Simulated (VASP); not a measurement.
# AgCl (R-3m) in VASP: notebook

AgCl is run at these levels: PBE; tasks: single point.

Program: VASP 6.6.1. These are calculated values, not measurements. Logs are shortened: lines on timing, memory, paths and dates and some standing lists are left out, and cuts for length are marked.

## Step 1: The cell of the first run

Symmetry: R-3m, No. 166, trigonal system. The conventional cell has a = 4.761 Å, b = 4.761 Å, c = 6.034 Å, α = 90.00°, β = 90.00°, γ = 120.00°. Ag (site symmetry -3m) has 8 Cl at 2.93 to 3.02 Å and 6 Ag at 3.41 Å within 3.9 Å. Within 3.9 Å of Cl (site symmetry -3m) lie 8 Ag at 2.93 to 3.02 Å and 6 Cl at 3.41 Å.

## Step 2: Single point, PBE (epitaxial 111 strain -0.9%)

INCAR reads:

```
SYSTEM = AgCl
PREC = Accurate
ENCUT = 520
EDIFF = 1E-7
ISMEAR = -1
SIGMA = 0.02
LREAL = .False.
LASPH = .True.
NELM = 80
ALGO = Normal
ISIF = 2
LWAVE = .False.
LCHARG = .True.
GGA = PE
LELF = .True.
LVHAR = .True.
NBANDS = 16
```

KPOINTS reads:

```
regular mesh
0
Gamma
  8 8 8
  0 0 0
```

POSCAR reads:

```
AgCl
1.0
    3.4057849092      0.0390593693      0.0390593693
    0.0390593693      3.4057849092      0.0390593693
    0.0390593693      0.0390593693      3.4057849092
Ag Cl
1 1
Direct
    0.0000000000      0.0000000000      0.0000000000
    0.5000000000      0.5000000000      0.5000000000
```

Potentials or basis: VASP PAW PBE potentials, release 64 (Ag, Cl).

Run with:

```console
> cat potpaw_PBE.64/Ag/POTCAR potpaw_PBE.64/Cl/POTCAR > POTCAR
> mpirun -np 1 vasp_std > vasp.out
```

OUTCAR:

```text
SYSTEM = AgCl
   PREC = Accurate
   ENCUT = 520
   EDIFF = 1E-7
   ISMEAR = -1
   LREAL = .False.
   LASPH = .True.
   NELM = 80
   ISIF = 2
   GGA = PE

 ion  position               nearest neighbor table
   1  0.000  0.000  0.000-   2 2.93   2 2.93   2 2.93   2 2.93   2 2.93   2 2.93   2 3.02   2 3.02

   2  0.500  0.500  0.500-   1 2.93   1 2.93   1 2.93   1 2.93   1 2.93   1 2.93   1 3.02   1 3.02

  LATTYP: Found a trigonal (rhomboedric) cell.
 ALAT       =     3.4062328336
 COS(alpha) =     0.0230625341

  Lattice vectors:

 A1 = (   3.4057849092,   0.0390593693,   0.0390593693)
 A2 = (   0.0390593693,   3.4057849092,   0.0390593693)
 A3 = (   0.0390593693,   0.0390593693,   3.4057849092)

Analysis of symmetry for initial positions (statically):
=====================================================================
 Subroutine PRICEL returns:
 Original cell was already a primitive cell.

 Routine SETGRP: Setting up the symmetry group for a
 trigonal (rhombohedral) supercell.

 Subroutine GETGRP returns: Found 12 space group operations
 (whereof 12 operations were pure point group operations)
 out of a pool of 12 trial point group operations.

The static configuration has the point symmetry D_3d.

Analysis of symmetry for dynamics (positions and initial velocities):
=====================================================================
 Subroutine PRICEL returns:
 Original cell was already a primitive cell.

 Routine SETGRP: Setting up the symmetry group for a
 trigonal (rhombohedral) supercell.

 Subroutine GETGRP returns: Found 12 space group operations
 (whereof 12 operations were pure point group operations)
 out of a pool of 12 trial point group operations.

The dynamic configuration has the point symmetry D_3d.

 Subroutine INISYM returns: Found 12 space group operations
 (whereof 12 operations are pure point group operations),
 and found     1 'primitive' translations

----------------------------------------------------------------------------------------

                                     Primitive cell

  volume of cell :      39.4895

  direct lattice vectors                    reciprocal lattice vectors
     3.405784909  0.039059369  0.039059369     0.293694454 -0.003330055 -0.003330055
     0.039059369  3.405784909  0.039059369    -0.003330055  0.293694454 -0.003330055
     0.039059369  0.039059369  3.405784909    -0.003330055 -0.003330055  0.293694454

  length of vectors
     3.406232834  3.406232834  3.406232834     0.293732209  0.293732209  0.293732209

  position of ions in fractional coordinates (direct lattice)
     0.000000000  0.000000000  0.000000000
     0.500000000  0.500000000  0.500000000

  ion indices of the primitive-cell ions
   primitive index   ion index
                 1           1
                 2           2

----------------------------------------------------------------------------------------

 KPOINTS: regular mesh

Automatic generation of k-mesh.
 Grid dimensions read from file:
 generate k-points for:    8    8    8

 Generating k-lattice:

  Cartesian coordinates                     Fractional coordinates (reciprocal lattice)
     0.036711807 -0.000416257 -0.000416257     0.125000000  0.000000000  0.000000000
    -0.000416257  0.036711807 -0.000416257     0.000000000  0.125000000  0.000000000
    -0.000416257 -0.000416257  0.036711807     0.000000000  0.000000000  0.125000000

  Length of vectors
     0.036716526  0.036716526  0.036716526

  Shift w.r.t. Gamma in fractional coordinates (k-lattice)
     0.000000000  0.000000000  0.000000000

 Subroutine IBZKPT returns following result:
 ===========================================

 Found     65 irreducible k-points:

 Following reciprocal coordinates:
            Coordinates               Weight
  0.000000  0.000000  0.000000      1.000000
  0.125000  0.000000  0.000000      6.000000
  0.250000  0.000000  0.000000      6.000000
  0.375000  0.000000  0.000000      6.000000
  0.500000  0.000000  0.000000      3.000000
  0.125000  0.125000  0.000000      6.000000
[... 16 lines left out ...]
  0.250000  0.125000  0.125000      6.000000
  0.375000  0.125000  0.125000      6.000000
 [... further k-points ...]
   k-points           NKPTS =     65   k-points in BZ     NKDIM =     65   number of bands    NBANDS=     16
   number of dos      NEDOS =    301   number of ions     NIONS =      2
   total plane-waves  NPLWV =  21952
   dimension x,y,z NGX =    28 NGY =   28 NGZ =   28
   dimension x,y,z NGXF=    56 NGYF=   56 NGZF=   56
   ions per type =               1   1
   NGX,Y,Z   is equivalent  to a cutoff of  13.67, 13.67, 13.67 a.u.
   NGXF,Y,Z  is equivalent  to a cutoff of  27.33, 27.33, 27.33 a.u.
 SYSTEM =  AgCl
   PREC   = accura    normal or accurate (medium, high low for compatibility)
   ISTART =      0    job   : 0-new  1-cont  2-samecut
   ICHARG =      2    charge: 1-file 2-atom 10-const
   ISPIN  =      1    spin polarized calculation?
   LNONCOLLINEAR =      F non collinear calculations
   LSORBIT =      F    spin-orbit coupling
   LASPH  =      T    aspherical Exc in radial PAW
   ENCUT  =  520.0 eV  38.22 Ry    6.18 a.u.   6.33  6.33  6.33*2*pi/ulx,y,z
   NELM   =     80;   NELMIN=  2; NELMDL= -5     # of ELM steps
   EDIFF  = 0.1E-06   stopping-criterion for ELM
   LREAL  =      F    real-space projection
   EDIFFG = 0.1E-05   stopping-criterion for IOM
   NSW    =      0    number of steps for IOM
   IBRION =     -1    ionic relax: 0-MD 1-quasi-New 2-CG
   NFREE  =      0    steps in history (QN), initial steepest desc. (CG)
   ISIF   =      2    stress and relaxation
   ISYM   =      2    0-nonsym 1-usesym 2-fastsym
   POTIM  = 0.5000    time-step for ionic-motion
   TEBEG  =    0.0;   TEEND  =   0.0 temperature during run
   PSTRESS=    0.0 pullay stress
   NELECT =      18.0000    total number of electrons
   NUPDOWN=      -1.0000    fix difference up-down
   EMIN   =  10.00;   EMAX   =-10.00  energy-range for DOS
   EFERMI =   0.00;   METHOD = LEGACY
   ISMEAR =    -1;   SIGMA  =   0.02  broadening in eV -4-tet -1-fermi 0-gaus
   EFERMI_NEDOS =   21; number of points for ismear=-14 and -15
   IALGO  =     38    algorithm
   IMIX   =      4    mixing-type and parameters
     AMIX     =   0.40;   BMIX     =  1.00
     AMIX_MAG =   1.60;   BMIX_MAG =  1.00
  volume/ion in A,a.u.               =      19.74       133.24
  Fermi-wavevector in a.u.,A,eV,Ry     =   1.259907  2.380879 21.597420  1.587366
  Thomas-Fermi vector in A             =   2.393443
   LORBIT       =      0    0 simple, 1 ext, 2 COOP (PROOUT), +10 PAW based schemes
   GGA     = PE    functional components
   LHFCALC =     F    Hartree Fock is set to
   AEXX    =    0.0000 exact exchange contribution
   IVDW    =     0    specifies the selected vdW correction
   LEPSILON=     F    determine dielectric tensor
   LRPA    =     F    only Hartree local field effects (RPA)
 non-spin polarized calculation
  energy-cutoff  :      520.00
  volume of cell :       39.49
 maximum number of plane-waves:      1076
 NGX is ok and might be reduce to    28
   NGX = 13   NGY = 13   NGZ = 13

 number of electron      17.9999999 magnetization

 Free energy of the ion-electron system (eV)
  ---------------------------------------------------
  ext. energy  EPLUGINS =         0.00000000
  ---------------------------------------------------
  free energy    TOTEN  =        -5.12157279 eV

  energy without entropy =       -5.12157279  energy(sigma->0) =       -5.12157279

 E-fermi :   4.5419     XC(G=0): -10.5182

 val. band max:        4.2705399796   @ k =   0.5000   0.0000   0.0000
 cond. band min:       4.7897464492   @ k =   0.0000   0.0000   0.0000
 fundamental gap:      0.5192064696
 Fermi energy:         4.5418555504

 k-point     1 :       0.0000    0.0000    0.0000
  band No.  band energies     occupation
      1     -10.5289      2.00000
      2       1.3828      2.00000
      3       1.3828      2.00000
      4       2.3565      2.00000
      5       2.3565      2.00000
      6       2.3894      2.00000
[... 8 lines left out ...]
     15      18.2022      0.00000
     16      20.6222      0.00000

 k-point     2 :       0.1250    0.0000    0.0000
  band No.  band energies     occupation
      1     -10.4627      2.00000
      2       1.1505      2.00000
      3       1.4035      2.00000
      4       1.9223      2.00000
      5       2.0160      2.00000
      6       2.1896      2.00000
[... 8 lines left out ...]
     15      17.7144      0.00000
     16      20.5567      0.00000

 k-point     3 :       0.2500    0.0000    0.0000
  band No.  band energies     occupation
      1     -10.2942      2.00000
      2       0.1870      2.00000
      3       1.4320      2.00000
      4       1.5365      2.00000
      5       1.6474      2.00000
      6       2.2716      2.00000
[... 8 lines left out ...]
     15      18.0890      0.00000
     16      20.3938      0.00000

 k-point     4 :       0.3750    0.0000    0.0000
  band No.  band energies     occupation
      1     -10.1119      2.00000
      2      -0.6789      2.00000
      3       1.2333      2.00000
      4       1.4059      2.00000
      5       1.5266      2.00000
      6       2.4084      2.00000
[... 8 lines left out ...]
     15      20.1866      0.00000
     16      20.2418      0.00000
[... 324 lines left out ...]
 k-point    22 :       0.1250    0.1250    0.1250
  band No.  band energies     occupation
      1     -10.3444      2.00000
      2       1.2438      2.00000
      3       1.2438      2.00000
      4       1.3531      2.00000
      5       1.9320      2.00000
      6       1.9320      2.00000
[... 8 lines left out ...]
     15      16.6812      0.00000
     16      21.4751      0.00000

 k-point    23 :       0.2500    0.1250    0.1250
  band No.  band energies     occupation
      1     -10.1908      2.00000
      2       0.3939      2.00000
      3       1.1511      2.00000
      4       1.5503      2.00000
      5       1.6882      2.00000
      6       2.1250      2.00000
[... 8 lines left out ...]
     15      17.5372      0.00000
     16      20.6612      0.00000

 k-point    24 :       0.3750    0.1250    0.1250
  band No.  band energies     occupation
      1     -10.0217      2.00000
      2      -0.4002      2.00000
      3       0.9907      2.00000
      4       1.6329      2.00000
      5       1.6510      2.00000
      6       2.2577      2.00000
[... 8 lines left out ...]
     15      18.6587      0.00000
     16      20.9027      0.00000

 [... further k-points ...]

------------------------ aborting loop because EDIFF is reached ----------------------------------------

  FORCE on cell =-STRESS in cart. coord.  units (eV):
  Direction    XX          YY          ZZ          XY          YZ          ZX
  --------------------------------------------------------------------------------------
  -------------------------------------------------------------------------------------
  Total        0.2509814      0.2509814      0.2509814      0.0638597      0.0638597      0.0638597
  in kB       10.1828779     10.1828779     10.1828779      2.5909312      2.5909312      2.5909312
  external PRESSURE =      10.1828779 kB  Pullay stress =       0.0000000 kB

 VOLUME and BASIS-vectors are now :
 -----------------------------------------------------------------------------
  energy-cutoff  :      520.00
  volume of cell :       39.49
      direct lattice vectors                 reciprocal lattice vectors
     3.405784909  0.039059369  0.039059369     0.293694454 -0.003330055 -0.003330055
     0.039059369  3.405784909  0.039059369    -0.003330055  0.293694454 -0.003330055
     0.039059369  0.039059369  3.405784909    -0.003330055 -0.003330055  0.293694454

 POSITION                                       TOTAL-FORCE (eV/Angst)
 -----------------------------------------------------------------------------------
      0.00000      0.00000      0.00000        -0.000000     -0.000000      0.000000
      1.74195      1.74195      1.74195         0.000000      0.000000     -0.000000
 -----------------------------------------------------------------------------------
    total drift:                               -0.000000      0.000000      0.000000

  FREE ENERGIE OF THE ION-ELECTRON SYSTEM (eV)
  ---------------------------------------------------
  free  energy   TOTEN  =        -5.1215727948 eV

  energy  without entropy=       -5.1215727856  energy(sigma->0) =       -5.12157279
```

Run time: 66 s. Hardware: 1 thread of Intel Xeon 8259CL, shared host; peak memory 0.18 GiB.

Results:

```yaml
Free_energy: -5.1216 eV
Pressure: 1.0 GPa
Band_gap_on_the_k_mesh: 0.52 eV (least direct gap 2.07 eV)
```

Caveat: the cell differs from its parent crystal (epitaxial 111 strain -0.9%). A k mesh can miss the band edges.

## Step 3: Single point, PBE (strain along [111] +4.5%)

INCAR reads:

```
SYSTEM = AgCl
PREC     = Accurate       ! precision mode
ENCUT    = 520            ! plane-wave cutoff, eV
EDIFF    = 1E-6           ! SCF threshold, eV
ISMEAR   = -1             ! smearing method
SIGMA    = 0.02           ! smearing width, eV
LREAL    = .False.        ! projectors in reciprocal space
LASPH    = .True.         ! aspherical terms in the spheres
NELM     = 60             ! most SCF steps
ALGO     = Normal         ! electronic algorithm
ISIF     = 2              ! what is computed and relaxed
LWAVE    = .False.        ! write WAVECAR
LCHARG   = .True.         ! write CHGCAR
GGA      = PE             ! functional
LELF     = .True.         ! ELF
LVHAR    = .True.       
NBANDS   = 16             ! bands
```

KPOINTS reads:

```
Automatic mesh
0
Gamma
  8 8 8
  0 0 0
```

POSCAR reads:

```
AgCl
1.0
    3.4461823000      0.0505942618      0.0505942618
    0.0505942618      3.4461823000      0.0505942618
    0.0505942618      0.0505942618      3.4461823000
Ag Cl
1 1
Direct
    0.0000000000      0.0000000000      0.0000000000
    0.5000000000      0.5000000000      0.5000000000
```

Potentials or basis: VASP PAW PBE potentials, release 64 (Ag, Cl).

Run with:

```console
> cat potpaw_PBE.64/Ag/POTCAR potpaw_PBE.64/Cl/POTCAR > POTCAR
> mpirun -np 1 vasp_std > vasp.out
```

It took 63 s on 1 thread of Intel Xeon 8259CL, shared host; peak memory 0.18 GiB.

The run converged. Its results:

| Quantity | Value |
| --- | --- |
| Free energy | -5.1251 eV |
| Pressure | -0.7 GPa |
| Band gap on the k mesh | 0.50 eV (least direct gap 1.94 eV) |

Stress tensor (GPa, compression positive):
```
-0.65  0.36  0.36
 0.36 -0.65  0.36
 0.36  0.36 -0.65
```

Levels at points of the mesh, in eV from the valence-band top:
| k point | band 7 | band 8 | band 9 | band 10 | band 11 | band 12 |
| --- | --- | --- | --- | --- | --- | --- |
| (0.00, 0.00, 0.00) | -1.62 | -1.62 | -1.44 | 0.50 | 9.38 | 9.38 |
| (0.50, 0.00, 0.00) | -1.48 | -0.16 | 0.00 | 4.82 | 5.40 | 9.28 |
| (0.50, 0.50, 0.00) | -2.10 | -1.55 | -0.95 | 2.74 | 8.66 | 8.98 |
| (0.50, 0.50, 0.50) | -0.39 | -0.19 | -0.19 | 4.52 | 4.88 | 4.88 |

Caveat: the cell differs from its parent crystal (strain along [111] +4.5%). A k mesh can miss the band edges.
